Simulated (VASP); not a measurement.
Here is a VASP 6.6.1 calculation.

Contents of INCAR:

```
PREC = Accurate
ENCUT = 600
EDIFF = 1E-6
ISMEAR = -1
SIGMA = 0.05
LREAL = False
LASPH = True
NELM = 150
ALGO = Normal
ISIF = 3
LWAVE = False
LCHARG = False
ISPIN = 2
MAGMOM = 1 1 1 3
LORBIT = 11
LMAXMIX = 4
GGA = PS
IBRION = 2
NSW = 60
EDIFFG = -0.01
PSTRESS = 20.0
```

Contents of KPOINTS:

```
Automatic mesh
0
Gamma
  8 8 8
```

Contents of POSCAR:

```
FeNi3
1.0
    3.5450000000      0.0000000000      0.0000000000
    0.0000000000      3.5450000000      0.0000000000
    0.0000000000      0.0000000000      3.5450000000
Ni Fe
3 1
Direct
    0.5000000000      0.5000000000      0.0000000000
    0.5000000000      0.0000000000      0.5000000000
    0.0000000000      0.5000000000      0.5000000000
    0.0000000000      0.0000000000      0.0000000000
```

Potentials or basis: VASP PAW PBE potentials, release 64 (Ni, Fe).

The run is started by

```bash
$ cat potpaw_PBE.64/Ni/POTCAR potpaw_PBE.64/Fe/POTCAR > POTCAR
$ mpirun -np 1 vasp_std > vasp.out
```

Problem. Predict the site moments.

Solution. Ni +0.61; Fe +2.82 μB.

Problem. What does it give for the relaxed cell?

Solution. a = 3.478 Å, b = 3.478 Å, c = 3.478 Å, α = 90.00°, β = 90.00°, γ = 90.00°.

The path:
```csv
step,energy change (eV),largest force (eV/Å),pressure (GPa),volume (Å³)
1,0.0000,0.0000,-9.46,44.55
2,0.0790,0.0000,17.67,39.61
3,-0.0647,0.0000,1.87,42.07
```

Caveat: the cell is relaxed towards a set pressure, so the run minimises the enthalpy, not the energy; the PAW data sets were made with another functional, which shifts forces and pressure a little.
